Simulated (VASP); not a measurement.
# AlN (Cmc2_1) in VASP: a series of runs

The runs below take AlN through single point, with LDA.

All numbers are computed with VASP 6.6.1; they aren't measurements. Logs are shortened: lines on timing, memory, paths and dates and some standing lists are left out, and cuts for length are marked.

### 1 The cell of the first run

Symmetry: Cmc2_1, No. 36, orthorhombic system. Conventional cell: a = 3.063 Å, b = 5.305 Å, c = 4.903 Å, α = 90.00°, β = 90.00°, γ = 90.00°. Within 2.5 Å of Al (site symmetry m) lie 4 N at 1.86 to 1.87 Å. N (site symmetry m) has 4 Al at 1.86 to 1.87 Å within 2.5 Å.

### 2 Single point, LDA

Contents of INCAR:

```
SYSTEM = AlN
PREC = Accurate
ENCUT = 520
EDIFF = 1E-6
ISMEAR = 0
SIGMA = 0.05
LREAL = .FALSE.
LASPH = .TRUE.
NELM = 80
ALGO = Normal
ISIF = 2
LWAVE = .FALSE.
LCHARG = .FALSE.
GGA = CA
NBANDS = 16
```

Contents of KPOINTS:

```
regular mesh
0
G
  9 9 6
  0 0 0
```

Contents of POSCAR:

```
AlN
1.0
    3.0631058397      0.0000000000      0.0000000000
   -1.5315529199      2.6527274717      0.0000000000
    0.0000000000      0.0000000000      4.9027355419
Al N
2 2
Direct
    0.3397634096      0.6795268192      0.0015212672
    0.6602365904      0.3204731808      0.5015212672
    0.3275955689      0.6551911379      0.3834787328
    0.6724044311      0.3448088621      0.8834787328
```

Potentials or basis: VASP PAW LDA potentials, release 64 (Al, N).

On the command line:

```
> cat potpaw_LDA.64/Al/POTCAR potpaw_LDA.64/N/POTCAR > POTCAR
> mpirun -np 1 vasp_std > vasp.out
```

OUTCAR:

```text
SYSTEM = AlN
   PREC = Accurate
   ENCUT = 520
   EDIFF = 1E-6
   ISMEAR = 0
   LREAL = .FALSE.
   LASPH = .TRUE.
   NELM = 80
   ISIF = 2
   GGA = CA

 ion  position               nearest neighbor table
   1  0.340  0.680  0.002-   4 1.86   4 1.86   4 1.86   3 1.87   2 2.98   2 2.98   2 3.04   2 3.04
                             2 3.04   2 3.04
   2  0.660  0.320  0.502-   3 1.86   3 1.86   3 1.86   4 1.87   1 2.98   1 2.98   1 3.04   1 3.04
                             1 3.04   1 3.04
   3  0.328  0.655  0.383-   2 1.86   2 1.86   2 1.86   1 1.87
   4  0.672  0.345  0.883-   1 1.86   1 1.86   1 1.86   2 1.87

  LATTYP: Found a hexagonal cell.
 ALAT       =     3.0631058397
 C/A-ratio  =     1.6005766038

  Lattice vectors:

 A1 = (   3.0631058397,   0.0000000000,   0.0000000000)
 A2 = (  -1.5315529199,   2.6527274717,   0.0000000000)
 A3 = (   0.0000000000,   0.0000000000,   4.9027355419)

Analysis of symmetry for initial positions (statically):
=====================================================================
 Subroutine PRICEL returns:
 Original cell was already a primitive cell.

 Routine SETGRP: Setting up the symmetry group for a
 hexagonal supercell.

 Subroutine GETGRP returns: Found  4 space group operations
 (whereof  2 operations were pure point group operations)
 out of a pool of 24 trial point group operations.

The static configuration has the point symmetry C_1h.
 The point group associated with its full space group is C_2v.

Analysis of symmetry for dynamics (positions and initial velocities):
=====================================================================
 Subroutine PRICEL returns:
 Original cell was already a primitive cell.

 Routine SETGRP: Setting up the symmetry group for a
 hexagonal supercell.

 Subroutine GETGRP returns: Found  4 space group operations
 (whereof  2 operations were pure point group operations)
 out of a pool of 24 trial point group operations.

The dynamic configuration has the point symmetry C_1h.
 The point group associated with its full space group is C_2v.

 Subroutine INISYM returns: Found  4 space group operations
 (whereof  2 operations are pure point group operations),
 and found     1 'primitive' translations

----------------------------------------------------------------------------------------

                                     Primitive cell

  volume of cell :      39.8376

  direct lattice vectors                    reciprocal lattice vectors
     3.063105840  0.000000000  0.000000000     0.326466029  0.188485250  0.000000000
    -1.531552920  2.652727472  0.000000000     0.000000000  0.376970499  0.000000000
     0.000000000  0.000000000  4.902735542     0.000000000  0.000000000  0.203967763

  length of vectors
     3.063105840  3.063105840  4.902735542     0.376970499  0.376970499  0.203967763

  position of ions in fractional coordinates (direct lattice)
     0.339763410  0.679526819  0.001521267
     0.660236590  0.320473181  0.501521267
     0.327595569  0.655191138  0.383478733
     0.672404431  0.344808862  0.883478733

  ion indices of the primitive-cell ions
   primitive index   ion index
                 1           1
                 2           2
                 3           3
                 4           4

----------------------------------------------------------------------------------------

 KPOINTS: regular mesh

Automatic generation of k-mesh.
 Grid dimensions read from file:
 generate k-points for:    9    9    6

 Generating k-lattice:

  Cartesian coordinates                     Fractional coordinates (reciprocal lattice)
     0.036274003  0.020942806  0.000000000     0.111111111  0.000000000  0.000000000
     0.000000000  0.041885611  0.000000000     0.000000000  0.111111111  0.000000000
     0.000000000  0.000000000  0.033994627     0.000000000  0.000000000  0.166666667

  Length of vectors
     0.041885611  0.041885611  0.033994627

  Shift w.r.t. Gamma in fractional coordinates (k-lattice)
     0.000000000  0.000000000  0.000000000

 Subroutine IBZKPT returns following result:
 ===========================================

 Found    100 irreducible k-points:

 Following reciprocal coordinates:
            Coordinates               Weight
  0.000000  0.000000  0.000000      1.000000
  0.111111  0.000000  0.000000      4.000000
  0.000000  0.111111  0.000000      2.000000
  0.222222  0.000000  0.000000      4.000000
  0.000000  0.222222  0.000000      2.000000
  0.333333  0.000000  0.000000      4.000000
[... 16 lines left out ...]
 -0.222222 -0.444444  0.000000      4.000000
  0.444444  0.333333  0.000000      4.000000
 [... further k-points ...]
   k-points           NKPTS =    100   k-points in BZ     NKDIM =    100   number of bands    NBANDS=     16
   number of dos      NEDOS =    301   number of ions     NIONS =      4
   total plane-waves  NPLWV =  20736
   dimension x,y,z NGX =    24 NGY =   24 NGZ =   36
   dimension x,y,z NGXF=    48 NGYF=   48 NGZF=   72
   ions per type =               2   2
   NGX,Y,Z   is equivalent  to a cutoff of  13.03, 13.03, 12.21 a.u.
   NGXF,Y,Z  is equivalent  to a cutoff of  26.05, 26.05, 24.41 a.u.
 SYSTEM =  AlN
   PREC   = accura    normal or accurate (medium, high low for compatibility)
   ISTART =      0    job   : 0-new  1-cont  2-samecut
   ICHARG =      2    charge: 1-file 2-atom 10-const
   ISPIN  =      1    spin polarized calculation?
   LNONCOLLINEAR =      F non collinear calculations
   LSORBIT =      F    spin-orbit coupling
   LASPH  =      T    aspherical Exc in radial PAW
   ENCUT  =  520.0 eV  38.22 Ry    6.18 a.u.   5.70  5.70  9.12*2*pi/ulx,y,z
   NELM   =     80;   NELMIN=  2; NELMDL= -5     # of ELM steps
   EDIFF  = 0.1E-05   stopping-criterion for ELM
   LREAL  =      F    real-space projection
   EDIFFG = 0.1E-04   stopping-criterion for IOM
   NSW    =      0    number of steps for IOM
   IBRION =     -1    ionic relax: 0-MD 1-quasi-New 2-CG
   NFREE  =      0    steps in history (QN), initial steepest desc. (CG)
   ISIF   =      2    stress and relaxation
   ISYM   =      2    0-nonsym 1-usesym 2-fastsym
   POTIM  = 0.5000    time-step for ionic-motion
   TEBEG  =    0.0;   TEEND  =   0.0 temperature during run
   PSTRESS=    0.0 pullay stress
   NELECT =      16.0000    total number of electrons
   NUPDOWN=      -1.0000    fix difference up-down
   EMIN   =  10.00;   EMAX   =-10.00  energy-range for DOS
   EFERMI =   0.00;   METHOD = LEGACY
   ISMEAR =     0;   SIGMA  =   0.05  broadening in eV -4-tet -1-fermi 0-gaus
   EFERMI_NEDOS =   21; number of points for ismear=-14 and -15
   IALGO  =     38    algorithm
   IMIX   =      4    mixing-type and parameters
     AMIX     =   0.40;   BMIX     =  1.00
     AMIX_MAG =   1.60;   BMIX_MAG =  1.00
  volume/ion in A,a.u.               =       9.96        67.21
  Fermi-wavevector in a.u.,A,eV,Ry     =   1.207861  2.282527 19.849938  1.458929
  Thomas-Fermi vector in A             =   2.343487
   LORBIT       =      0    0 simple, 1 ext, 2 COOP (PROOUT), +10 PAW based schemes
   GGA     = CA    functional components
   LHFCALC =     F    Hartree Fock is set to
   AEXX    =    0.0000 exact exchange contribution
   IVDW    =     0    specifies the selected vdW correction
   LEPSILON=     F    determine dielectric tensor
   LRPA    =     F    only Hartree local field effects (RPA)
 non-spin polarized calculation
 Gauss-broadening in eV      SIGMA  =   0.05
  energy-cutoff  :      520.00
  volume of cell :       39.84
 maximum number of plane-waves:      1092
   NGX = 11   NGY = 11   NGZ = 19

 number of electron      16.0000000 magnetization

 Free energy of the ion-electron system (eV)
  ---------------------------------------------------
  ext. energy  EPLUGINS =         0.00000000
  ---------------------------------------------------
  free energy    TOTEN  =       -32.80986312 eV

  energy without entropy =      -32.80986312  energy(sigma->0) =      -32.80986312

 E-fermi :   6.6021     XC(G=0): -11.4534

 val. band max:        6.3704560943   @ k =   0.0000   0.0000   0.0000
 cond. band min:      11.0044975784   @ k =   0.0000   0.0000   0.0000
 fundamental gap:      4.6340414841
 Fermi energy:         6.6020891319

 k-point     1 :       0.0000    0.0000    0.0000
  band No.  band energies     occupation
      1      -8.9651      2.00000
      2      -6.5898      2.00000
      3       0.0934      2.00000
      4       5.4465      2.00000
      5       5.4793      2.00000
      6       6.0717      2.00000
[... 8 lines left out ...]
     15      19.7792      0.00000
     16      19.8686      0.00000

 k-point     2 :       0.1111    0.0000    0.0000
  band No.  band energies     occupation
      1      -8.7959      2.00000
      2      -6.4933      2.00000
      3       0.2883      2.00000
      4       4.7352      2.00000
      5       5.2574      2.00000
      6       5.4756      2.00000
[... 8 lines left out ...]
     15      19.5572      0.00000
     16      19.7158      0.00000

 k-point     3 :       0.0000    0.1111    0.0000
  band No.  band energies     occupation
      1      -8.7964      2.00000
      2      -6.4917      2.00000
      3       0.2871      2.00000
      4       4.7300      2.00000
      5       5.2470      2.00000
      6       5.4286      2.00000
[... 8 lines left out ...]
     15      19.5124      0.00000
     16      19.7802      0.00000

 k-point     4 :       0.2222    0.0000    0.0000
  band No.  band energies     occupation
      1      -8.3134      2.00000
      2      -6.2506      2.00000
      3       0.8557      2.00000
      4       3.1940      2.00000
      5       4.1786      2.00000
      6       4.8293      2.00000
[... 8 lines left out ...]
     15      18.8252      0.00000
     16      19.5213      0.00000

 k-point     5 :       0.0000    0.2222    0.0000
  band No.  band energies     occupation
      1      -8.3162      2.00000
      2      -6.2428      2.00000
      3       0.8492      2.00000
      4       3.1403      2.00000
      5       4.1836      2.00000
      6       4.8309      2.00000
[... 8 lines left out ...]
     15      19.0189      0.00000
     16      19.3366      0.00000

 k-point     6 :       0.3333    0.0000    0.0000
  band No.  band energies     occupation
      1      -7.6083      2.00000
      2      -6.0179      2.00000
      3       1.7034      2.00000
      4       1.7386      2.00000
      5       2.9323      2.00000
      6       4.4342      2.00000
[... 8 lines left out ...]
     15      18.6864      0.00000
     16      21.0655      0.00000
[... 267 lines left out ...]
 k-point    21 :      -0.4444    0.2222    0.0000
  band No.  band energies     occupation
      1      -7.2328      2.00000
      2      -5.9460      2.00000
      3       1.9350      2.00000
      4       2.2129      2.00000
      5       2.2348      2.00000
      6       3.7911      2.00000
[... 8 lines left out ...]
     15      18.8122      0.00000
     16      21.2714      0.00000

 k-point    22 :       0.3333    0.2222    0.0000
  band No.  band energies     occupation
      1      -6.6236      2.00000
      2      -5.9878      2.00000
      3       1.2190      2.00000
      4       2.2325      2.00000
      5       3.0205      2.00000
      6       3.1354      2.00000
[... 8 lines left out ...]
     15      19.1967      0.00000
     16      21.3350      0.00000

 k-point    23 :      -0.2222   -0.4444    0.0000
  band No.  band energies     occupation
      1      -6.6461      2.00000
      2      -5.9557      2.00000
      3       1.1303      2.00000
      4       2.3150      2.00000
      5       3.0254      2.00000
      6       3.0698      2.00000
[... 8 lines left out ...]
     15      19.2797      0.00000
     16      21.2238      0.00000

 k-point    24 :       0.4444    0.3333    0.0000
  band No.  band energies     occupation
      1      -6.6089      2.00000
      2      -6.0081      2.00000
      3       1.2393      2.00000
      4       2.2882      2.00000
      5       2.9568      2.00000
      6       3.1549      2.00000
[... 8 lines left out ...]
     15      19.3196      0.00000
     16      21.2093      0.00000

 [... further k-points ...]
[... 5 lines left out ...]
  --------------------------------------------------------------------------------------
  -------------------------------------------------------------------------------------
  Total        1.6029570      1.5375806      1.4720998     -0.0000000      0.0000000      0.0000000
  in kB       64.4672788     61.8379917     59.2045014     -0.0000000      0.0000000      0.0000000
  external PRESSURE =      61.8365907 kB  Pullay stress =       0.0000000 kB

 VOLUME and BASIS-vectors are now :
 -----------------------------------------------------------------------------
  energy-cutoff  :      520.00
  volume of cell :       39.84
      direct lattice vectors                 reciprocal lattice vectors
     3.063105840  0.000000000  0.000000000     0.326466029  0.188485250  0.000000000
    -1.531552920  2.652727472  0.000000000     0.000000000  0.376970499  0.000000000
     0.000000000  0.000000000  4.902735542     0.000000000  0.000000000  0.203967763

 POSITION                                       TOTAL-FORCE (eV/Angst)
 -----------------------------------------------------------------------------------
     -0.00000      1.80260      0.00746         0.000000     -0.203412     -0.001550
      1.53155      0.85013      2.45883        -0.000000      0.203412     -0.001550
     -0.00000      1.73804      1.88009        -0.000000      0.080356      0.001550
      1.53155      0.91468      4.33146         0.000000     -0.080356      0.001550
 -----------------------------------------------------------------------------------
    total drift:                                0.000000      0.000000      0.000381

  FREE ENERGIE OF THE ION-ELECTRON SYSTEM (eV)
  ---------------------------------------------------
  free  energy   TOTEN  =       -32.8098631178 eV

  energy  without entropy=      -32.8098631178  energy(sigma->0) =      -32.80986312
```

It took 55 s on 1 thread of Intel Xeon 8259CL, shared host; peak memory 0.17 GiB.

Results:

```yaml
Free_energy: -32.8099 eV
Pressure: 6.2 GPa
Largest_force: 0.203 eV/Å
Band_gap_on_the_k_mesh: 4.63 eV, direct
```

Forces in eV/Å, atoms in the order of the input:
```
Al   0.000 -0.203 -0.002
Al   0.000  0.203 -0.002
N    0.000  0.080  0.002
N    0.000 -0.080  0.002
```

Levels at points of the mesh, in eV from the valence-band top:
| k point | band 6 | band 7 | band 8 | band 9 | band 10 | band 11 |
| --- | --- | --- | --- | --- | --- | --- |
| (0.00, 0.00, 0.00) | -0.30 | -0.19 | 0.00 | 4.63 | 6.94 | 10.83 |
| (0.00, 0.00, 0.50) | -0.60 | -0.57 | -0.57 | 6.81 | 6.81 | 10.51 |

A k mesh can miss the band edges.

### 3 Single point, LDA

Contents of INCAR:

```
PREC = Accurate
ENCUT = 520
EDIFF = 1E-6
ISMEAR = 0
SIGMA = 0.05
LREAL = False
LASPH = True
NELM = 80
ALGO = Normal
ISIF = 2
LWAVE = False
LCHARG = True
LELF = True
LVHAR = True
NBANDS = 16
```

Contents of KPOINTS:

```
Automatic mesh
0
Gamma
  9 9 6
```

Contents of POSCAR:

```
AlN
1.0
    3.0631058397      0.0000000000      0.0000000000
   -1.5315529199      2.6527274717      0.0000000000
    0.0000000000      0.0000000000      4.9027355419
Al N
2 2
Direct
    0.3269032571      0.6538065141      0.0015212672
    0.6730967429      0.3461934859      0.5015212672
    0.3390710977      0.6781421955      0.3834787328
    0.6609289023      0.3218578045      0.8834787328
```

Potentials or basis: VASP PAW LDA potentials, release 64 (Al, N).

On the command line:

```
> cat potpaw_LDA.64/Al/POTCAR potpaw_LDA.64/N/POTCAR > POTCAR
> mpirun -np 1 vasp_std > vasp.out
```

It took 63 s on 1 thread of Intel Xeon 8259CL, shared host; peak memory 0.17 GiB.

It converged, with:

```yaml
Free_energy: -32.8100 eV
Pressure: 6.2 GPa
Largest_force: 0.192 eV/Å
Band_gap_on_the_k_mesh: 4.63 eV, direct
```

Forces on the atoms (eV/Å):
```
Al   0.000  0.192 -0.002
Al   0.000 -0.192 -0.002
N    0.000 -0.085  0.002
N    0.000  0.085  0.002
```

Stress tensor (GPa, compression positive):
```
6.31 0.00 0.00
0.00 6.32 0.00
0.00 0.00 5.92
```

Levels at points of the mesh, in eV from the valence-band top:
```csv
k point,band 6,band 7,band 8,band 9,band 10,band 11
"(0.00, 0.00, 0.00)",-0.30,-0.19,0.00,4.63,6.94,10.83
"(0.00, 0.00, 0.50)",-0.60,-0.57,-0.57,6.81,6.81,10.51
```

A k mesh can miss the band edges. A hybrid or GW would open this gap; LDA tends to underestimate it.

(Part 1 of 2 ends here.)
